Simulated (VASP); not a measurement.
# HfH2 (I4/mmm) in VASP: a series of runs

HfH2 is run at these levels: PBEsol; tasks: single point, relaxation of cell and atoms.

All numbers are computed with VASP 6.6.1; they aren't measurements. Logs are shortened: lines on timing, memory, paths and dates and some standing lists are left out, and cuts for length are marked.

## Step 1: The cell of the first run

Symmetry: I4/mmm, No. 139, tetragonal system. Conventional cell: a = 3.456 Å, b = 3.456 Å, c = 4.265 Å, α = 90.00°, β = 90.00°, γ = 90.00°. Hf (site symmetry 4/mmm) has 8 H at 2.03 Å within 2.7 Å. H (site symmetry -4m2) has 4 Hf at 2.03 Å and 6 H at 2.13 to 2.44 Å within 2.7 Å.

## Step 2: Single point, PBEsol

Contents of INCAR:

```
SYSTEM = HfH2
ALGO     = Normal         ! electronic algorithm
EDIFF    = 1E-7           ! SCF threshold, eV
ENCUT    = 520            ! plane-wave cutoff, eV
GGA      = PS             ! functional
ISIF     = 2              ! what is computed and relaxed
ISMEAR   = -1             ! smearing method
LASPH    = .True.         ! aspherical terms in the spheres
LCHARG   = .False.        ! write CHGCAR
LREAL    = .False.        ! projectors in reciprocal space
LWAVE    = .False.        ! write WAVECAR
NBANDS   = 13             ! bands
NELM     = 100            ! most SCF steps
PREC     = Accurate       ! precision mode
SIGMA    = 0.15           ! smearing width, eV
```

Contents of KPOINTS:

```
k-points
0
Gamma
  16 16 16
  0 0 0
```

Contents of POSCAR:

```
HfH2
1.0
   -1.7279355498      1.7279355498      2.1325904942
    1.7279355498     -1.7279355498      2.1325904942
    1.7279355498      1.7279355498     -2.1325904942
Hf H
1 2
Direct
    0.0000000000      0.0000000000      0.0000000000
    0.7500000000      0.2500000000      0.5000000000
    0.2500000000      0.7500000000      0.5000000000
```

Potentials or basis: VASP PAW PBE potentials, release 64 (Hf_pv, H).

Started as:

```sh
$ cat potpaw_PBE.64/Hf_pv/POTCAR potpaw_PBE.64/H/POTCAR > POTCAR
$ mpirun -np 1 vasp_std > vasp.out
```

OUTCAR:

```text
SYSTEM = HfH2
   EDIFF = 1E-7
   ENCUT = 520
   GGA = PS
   ISIF = 2
   ISMEAR = -1
   LASPH = .True.
   LREAL = .False.
   NELM = 100
   PREC = Accurate

 ion  position               nearest neighbor table
   1  0.000  0.000  0.000-   2 2.03   3 2.03   2 2.03   3 2.03   2 2.03   3 2.03   2 2.03   3 2.03

   2  0.750  0.250  0.500-   1 2.03   1 2.03   1 2.03   1 2.03
   3  0.250  0.750  0.500-   1 2.03   1 2.03   1 2.03   1 2.03

  LATTYP: Found a body centered tetragonal cell.
 ALAT       =     3.4558710996
 C/A-ratio  =     1.2341840495

  Lattice vectors:

 A1 = (  -1.7279355498,   1.7279355498,   2.1325904942)
 A2 = (   1.7279355498,  -1.7279355498,   2.1325904942)
 A3 = (   1.7279355498,   1.7279355498,  -2.1325904942)

Analysis of symmetry for initial positions (statically):
=====================================================================
 Subroutine PRICEL returns:
 Original cell was already a primitive cell.

 Routine SETGRP: Setting up the symmetry group for a
 body centered tetragonal supercell.

 Subroutine GETGRP returns: Found 16 space group operations
 (whereof 16 operations were pure point group operations)
 out of a pool of 16 trial point group operations.

The static configuration has the point symmetry D_4h.

Analysis of symmetry for dynamics (positions and initial velocities):
=====================================================================
 Subroutine PRICEL returns:
 Original cell was already a primitive cell.

 Routine SETGRP: Setting up the symmetry group for a
 body centered tetragonal supercell.

 Subroutine GETGRP returns: Found 16 space group operations
 (whereof 16 operations were pure point group operations)
 out of a pool of 16 trial point group operations.

The dynamic configuration has the point symmetry D_4h.

 Subroutine INISYM returns: Found 16 space group operations
 (whereof 16 operations are pure point group operations),
 and found     1 'primitive' translations

----------------------------------------------------------------------------------------

                                     Primitive cell

  volume of cell :      25.4696

  direct lattice vectors                    reciprocal lattice vectors
    -1.727935550  1.727935550  2.132590494     0.000000000  0.289362644  0.234456639
     1.727935550 -1.727935550  2.132590494     0.289362644  0.000000000  0.234456639
     1.727935550  1.727935550 -2.132590494     0.289362644  0.289362644  0.000000000

  length of vectors
     3.243372434  3.243372434  3.243372434     0.372425369  0.372425369  0.409220576

  position of ions in fractional coordinates (direct lattice)
     0.000000000  0.000000000  0.000000000
     0.750000000  0.250000000  0.500000000
     0.250000000  0.750000000  0.500000000

  ion indices of the primitive-cell ions
   primitive index   ion index
                 1           1
                 2           2
                 3           3

----------------------------------------------------------------------------------------

 KPOINTS: k-points

Automatic generation of k-mesh.
 Grid dimensions read from file:
 generate k-points for:   16   16   16

 Generating k-lattice:

  Cartesian coordinates                     Fractional coordinates (reciprocal lattice)
     0.000000000  0.018085165  0.014653540     0.062500000  0.000000000  0.000000000
     0.018085165  0.000000000  0.014653540     0.000000000  0.062500000  0.000000000
     0.018085165  0.018085165  0.000000000     0.000000000  0.000000000  0.062500000

  Length of vectors
     0.023276586  0.023276586  0.025576286

  Shift w.r.t. Gamma in fractional coordinates (k-lattice)
     0.000000000  0.000000000  0.000000000

 Subroutine IBZKPT returns following result:
 ===========================================

 Found    349 irreducible k-points:

 Following reciprocal coordinates:
            Coordinates               Weight
  0.000000  0.000000  0.000000      1.000000
  0.062500  0.000000 -0.000000      8.000000
  0.125000  0.000000 -0.000000      8.000000
  0.187500  0.000000 -0.000000      8.000000
  0.250000  0.000000 -0.000000      8.000000
  0.312500  0.000000  0.000000      8.000000
[... 16 lines left out ...]
 -0.125000  0.062500  0.000000     16.000000
 -0.062500  0.062500  0.000000      4.000000
 [... further k-points ...]
   k-points           NKPTS =    349   k-points in BZ     NKDIM =    349   number of bands    NBANDS=     13
   number of dos      NEDOS =    301   number of ions     NIONS =      3
   total plane-waves  NPLWV =  13824
   dimension x,y,z NGX =    24 NGY =   24 NGZ =   24
   dimension x,y,z NGXF=    48 NGYF=   48 NGZF=   48
   ions per type =               1   2
   NGX,Y,Z   is equivalent  to a cutoff of  12.30, 12.30, 12.30 a.u.
   NGXF,Y,Z  is equivalent  to a cutoff of  24.60, 24.60, 24.60 a.u.
 SYSTEM =  HfH2
   PREC   = accura    normal or accurate (medium, high low for compatibility)
   ISTART =      0    job   : 0-new  1-cont  2-samecut
   ICHARG =      2    charge: 1-file 2-atom 10-const
   ISPIN  =      1    spin polarized calculation?
   LNONCOLLINEAR =      F non collinear calculations
   LSORBIT =      F    spin-orbit coupling
   LASPH  =      T    aspherical Exc in radial PAW
   ENCUT  =  520.0 eV  38.22 Ry    6.18 a.u.   6.03  6.03  6.03*2*pi/ulx,y,z
   NELM   =    100;   NELMIN=  2; NELMDL= -5     # of ELM steps
   EDIFF  = 0.1E-06   stopping-criterion for ELM
   LREAL  =      F    real-space projection
   EDIFFG = 0.1E-05   stopping-criterion for IOM
   NSW    =      0    number of steps for IOM
   IBRION =     -1    ionic relax: 0-MD 1-quasi-New 2-CG
   NFREE  =      0    steps in history (QN), initial steepest desc. (CG)
   ISIF   =      2    stress and relaxation
   ISYM   =      2    0-nonsym 1-usesym 2-fastsym
   POTIM  = 0.5000    time-step for ionic-motion
   TEBEG  =    0.0;   TEEND  =   0.0 temperature during run
   PSTRESS=    0.0 pullay stress
   NELECT =      12.0000    total number of electrons
   NUPDOWN=      -1.0000    fix difference up-down
   EMIN   =  10.00;   EMAX   =-10.00  energy-range for DOS
   EFERMI =   0.00;   METHOD = LEGACY
   ISMEAR =    -1;   SIGMA  =   0.15  broadening in eV -4-tet -1-fermi 0-gaus
   EFERMI_NEDOS =   21; number of points for ismear=-14 and -15
   IALGO  =     38    algorithm
   IMIX   =      4    mixing-type and parameters
     AMIX     =   0.40;   BMIX     =  1.00
     AMIX_MAG =   1.60;   BMIX_MAG =  1.00
  volume/ion in A,a.u.               =       8.49        57.29
  Fermi-wavevector in a.u.,A,eV,Ry     =   1.273878  2.407280 22.079050  1.622764
  Thomas-Fermi vector in A             =   2.406677
   LORBIT       =      0    0 simple, 1 ext, 2 COOP (PROOUT), +10 PAW based schemes
   GGA     = PS    functional components
   LHFCALC =     F    Hartree Fock is set to
   AEXX    =    0.0000 exact exchange contribution
   IVDW    =     0    specifies the selected vdW correction
   LEPSILON=     F    determine dielectric tensor
   LRPA    =     F    only Hartree local field effects (RPA)
 non-spin polarized calculation
  energy-cutoff  :      520.00
  volume of cell :       25.47
 maximum number of plane-waves:       720
   NGX = 11   NGY = 11   NGZ = 11

 number of electron      12.0000001 magnetization

 Free energy of the ion-electron system (eV)
  ---------------------------------------------------
  ext. energy  EPLUGINS =         0.00000000
  ---------------------------------------------------
  free energy    TOTEN  =       -18.80961459 eV

  energy without entropy =      -18.76472891  energy(sigma->0) =      -18.78717175

 E-fermi :   5.4591     XC(G=0): -11.6911

 val. band max:        5.4418183833   @ k =  -0.1250   0.1250   0.0000
 cond. band min:       5.4901166145   @ k =  -0.1875  -0.1875   0.1250
 fundamental gap:      0.0482982312
 Fermi energy:         5.4590618698

 k-point     1 :       0.0000    0.0000    0.0000
  band No.  band energies     occupation
      1     -25.3495      2.00000
      2     -25.3495      2.00000
      3     -25.2899      2.00000
      4      -5.9968      2.00000
      5       4.2685      1.99929
      6       4.9618      1.92990
      7       4.9618      1.92990
      8       5.8730      0.11907
      9       7.2730      0.00001
     10       8.7745      0.00000
     11      17.2531      0.00000
     12      17.3519      0.00000
     13      17.3519      0.00000

 k-point     2 :       0.0625    0.0000   -0.0000
  band No.  band energies     occupation
      1     -25.3678      2.00000
      2     -25.3547      2.00000
      3     -25.2992      2.00000
      4      -5.8834      2.00000
      5       3.4004      2.00000
      6       5.0122      1.90325
      7       5.4168      1.14009
      8       6.4736      0.00231
      9       7.2399      0.00001
     10       8.6913      0.00000
     11      16.3460      0.00000
     12      17.5928      0.00000
     13      18.0230      0.00000

 k-point     3 :       0.1250    0.0000   -0.0000
  band No.  band energies     occupation
      1     -25.4330      2.00000
      2     -25.3696      2.00000
      3     -25.3115      2.00000
      4      -5.5560      2.00000
      5       2.3406      2.00000
      6       5.1206      1.81044
      7       5.6919      0.34952
      8       7.2104      0.00002
      9       7.7422      0.00000
     10       8.5423      0.00000
     11      15.3172      0.00000
     12      18.0274      0.00000
     13      18.2821      0.00000

 k-point     4 :       0.1875    0.0000   -0.0000
  band No.  band energies     occupation
      1     -25.5384      2.00000
      2     -25.3916      2.00000
      3     -25.3200      2.00000
      4      -5.0537      2.00000
      5       1.4354      2.00000
      6       5.1672      1.75001
      7       5.9678      0.06510
      8       7.3617      0.00001
      9       8.1504      0.00000
     10       9.3253      0.00000
     11      14.4481      0.00000
     12      18.0027      0.00000
     13      18.8212      0.00000

 k-point     5 :       0.2500    0.0000   -0.0000
  band No.  band energies     occupation
      1     -25.6623      2.00000
      2     -25.4176      2.00000
      3     -25.3273      2.00000
      4      -4.4477      2.00000
      5       0.7429      2.00000
      6       5.0691      1.86168
      7       6.1960      0.01459
      8       7.8257      0.00000
      9       8.1307      0.00000
     10      10.3896      0.00000
     11      14.0621      0.00000
     12      16.9449      0.00000
     13      18.0704      0.00000
[... 257 lines left out ...]
 k-point    22 :      -0.1875    0.0625    0.0000
  band No.  band energies     occupation
      1     -25.5089      2.00000
      2     -25.3822      2.00000
      3     -25.3257      2.00000
      4      -5.1718      2.00000
      5       1.6319      2.00000
      6       5.2825      1.52894
      7       6.0223      0.04573
      8       6.9243      0.00011
      9       8.2764      0.00000
     10       8.9184      0.00000
     11      15.0173      0.00000
     12      18.0093      0.00000
     13      18.4981      0.00000

 k-point    23 :      -0.1250    0.0625    0.0000
  band No.  band energies     occupation
      1     -25.4223      2.00000
      2     -25.3631      2.00000
      3     -25.3125      2.00000
      4      -5.6100      2.00000
      5       2.4605      2.00000
      6       5.2137      1.67387
      7       5.9055      0.09704
      8       6.9587      0.00009
      9       7.3511      0.00001
     10       8.5447      0.00000
     11      15.7890      0.00000
     12      17.9024      0.00000
     13      18.0318      0.00000

 k-point    24 :      -0.0625    0.0625    0.0000
  band No.  band energies     occupation
      1     -25.3761      2.00000
      2     -25.3536      2.00000
      3     -25.2992      2.00000
      4      -5.8567      2.00000
      5       3.2330      2.00000
      6       5.0824      1.84982
      7       5.9349      0.08044
      8       6.1503      0.01974
      9       7.1313      0.00003
     10       8.6548      0.00000
     11      16.3662      0.00000
     12      17.4908      0.00000
     13      18.0308      0.00000

 [... further k-points ...]

------------------------ aborting loop because EDIFF is reached ----------------------------------------

  FORCE on cell =-STRESS in cart. coord.  units (eV):
  Direction    XX          YY          ZZ          XY          YZ          ZX
  --------------------------------------------------------------------------------------
  -------------------------------------------------------------------------------------
  Total       -0.1015112     -0.1015112     -0.0930850      0.0000000      0.0000000      0.0000000
  in kB       -6.3856066     -6.3856066     -5.8555477      0.0000000      0.0000000      0.0000000
  external PRESSURE =      -6.2089203 kB  Pullay stress =       0.0000000 kB

 VOLUME and BASIS-vectors are now :
 -----------------------------------------------------------------------------
  energy-cutoff  :      520.00
  volume of cell :       25.47
      direct lattice vectors                 reciprocal lattice vectors
    -1.727935550  1.727935550  2.132590494     0.000000000  0.289362644  0.234456639
     1.727935550 -1.727935550  2.132590494     0.289362644  0.000000000  0.234456639
     1.727935550  1.727935550 -2.132590494     0.289362644  0.289362644  0.000000000

 POSITION                                       TOTAL-FORCE (eV/Angst)
 -----------------------------------------------------------------------------------
      0.00000      0.00000      0.00000        -0.000000      0.000000      0.000000
     -0.00000      1.72794      1.06630         0.000000     -0.000000     -0.000000
      1.72794     -0.00000      1.06630        -0.000000      0.000000      0.000000
 -----------------------------------------------------------------------------------
    total drift:                                0.000000      0.000000      0.000000

  FREE ENERGIE OF THE ION-ELECTRON SYSTEM (eV)
  ---------------------------------------------------
  free  energy   TOTEN  =       -18.8096145859 eV

  energy  without entropy=      -18.7647289060  energy(sigma->0) =      -18.78717175
```

Run time: 82 s. Hardware: 1 thread of Intel Xeon Platinum 8259CL at 2.50GHz (Skylake/Cascade Lake), shared host; peak memory 0.24 GiB.

What came out:

```
Free energy            : -18.8096 eV
Pressure               : -0.6 GPa
Band gap on the k mesh : zero (band 6 reaches 6.19 eV, above the bottom of band 7 at 4.96 eV)
```

Caveat: the PAW data sets were made with another functional, which shifts forces and pressure a little; spin-orbit coupling is left out, which moves the levels of the heavy elements.

## Step 3: Relaxation of cell and atoms, PBEsol

Contents of INCAR:

```
SYSTEM = HfH2
PREC     = Accurate       ! precision mode
ENCUT    = 600            ! plane-wave cutoff, eV
EDIFF    = 1E-6           ! SCF threshold, eV
ISMEAR   = -1             ! smearing method
SIGMA    = 0.15           ! smearing width, eV
LREAL    = .False.        ! projectors in reciprocal space
LASPH    = .True.         ! aspherical terms in the spheres
NELM     = 100            ! most SCF steps
ALGO     = Normal         ! electronic algorithm
ISIF     = 3              ! what is computed and relaxed
LWAVE    = .False.        ! write WAVECAR
LCHARG   = .False.        ! write CHGCAR
GGA      = PS             ! functional
IBRION   = 2              ! ionic algorithm
NSW      = 80             ! ionic steps
EDIFFG   = -0.001         ! ionic threshold
```

Contents of KPOINTS:

```
Automatic mesh
0
Gamma
  16 16 16
  0 0 0
```

Contents of POSCAR:

```
HfH2
1.0
   -1.7321344841      1.7321344841      2.1188357667
    1.7321344841     -1.7321344841      2.1188357667
    1.7321344841      1.7321344841     -2.1188357667
Hf H
1 2
Direct
    0.0000000000      0.0000000000      0.0000000000
    0.7500000000      0.2500000000      0.5000000000
    0.2500000000      0.7500000000      0.5000000000
```

Potentials or basis: VASP PAW PBE potentials, release 64 (Hf_pv, H).

Started as:

```sh
$ cat potpaw_PBE.64/Hf_pv/POTCAR potpaw_PBE.64/H/POTCAR > POTCAR
$ mpirun -np 1 vasp_std > vasp.out
```

Wall time 6.2 min (1 thread of Intel Xeon Platinum 8259CL at 2.50GHz (Skylake/Cascade Lake), shared host); peak memory 0.27 GiB.

It converged, with:

```yaml
Free_energy: -18.8112 eV
Relaxed_volume: 8.46 Å³/atom
Relaxed_cell: a = 3.239 Å, b = 3.239 Å, c = 3.239 Å, α = 115.61°, β = 115.61°, γ = 97.80°
Space_group_after_relaxing_to_0.05_Å: I4/mmm (No. 139)
Energy_gained_by_relaxing: 0.1 meV/atom
Ionic_steps: 8
Pressure_after_relaxing: 0.0 GPa
Band_gap_on_the_k_mesh: zero (band 6 reaches 6.22 eV, above the bottom of band 7 at 4.98 eV)
```

The path:
| step | energy change (eV) | largest force (eV/Å) | pressure (GPa) | volume (Å³) |
| --- | --- | --- | --- | --- |
| 1 | 0.0000 | 0.0000 | -0.42 | 25.43 |
| 2 | -0.0002 | 0.0000 | 0.08 | 25.35 |
| 3 | -0.0002 | 0.0000 | 0.11 | 25.34 |
| 4 | -0.0002 | 0.0000 | 0.08 | 25.35 |
| 5 | -0.0003 | 0.0000 | 0.00 | 25.37 |
| 6 | -0.0003 | 0.0000 | -0.05 | 25.38 |
| 7 | -0.0003 | 0.0000 | 0.06 | 25.37 |
| 8 | -0.0003 | 0.0000 | 0.00 | 25.38 |

Final structure:
```cif
data_structure
_symmetry_space_group_name_H-M 'P 1'
_symmetry_Int_Tables_number 1
_cell_length_a 3.2392
_cell_length_b 3.2392
_cell_length_c 3.2392
_cell_angle_alpha 115.605
_cell_angle_beta 115.605
_cell_angle_gamma 97.797
_cell_volume 25.38
loop_
_atom_site_label
_atom_site_type_symbol
_atom_site_fract_x
_atom_site_fract_y
_atom_site_fract_z
_atom_site_occupancy
Hf1 Hf 0.00000 0.00000 0.00000 1
H1 H 0.75000 0.25000 0.50000 1
H2 H 0.25000 0.75000 0.50000 1
```

Levels at points of the mesh, in eV from the Fermi level:
```tsv
k point	band 3	band 4	band 5	band 6	band 7	band 8	band 9	band 10
(0.00, 0.00, 0.00)	-30.73	-11.48	-1.19	-0.50	-0.50	0.42	1.82	3.33
(0.50, 0.00, 0.00)	-30.79	-8.55	-5.16	-0.94	0.69	3.89	4.62	5.13
(0.50, 0.50, 0.00)	-30.90	-6.70	-5.77	-4.29	4.03	4.25	5.59	6.55
(0.50, 0.50, 0.50)	-31.10	-7.95	-4.13	-3.94	4.81	4.91	4.91	5.68
```

Caveat: the PAW data sets were made with another functional, which shifts forces and pressure a little; spin-orbit coupling is left out, which moves the levels of the heavy elements.

(Continued in part 2 of 2.)
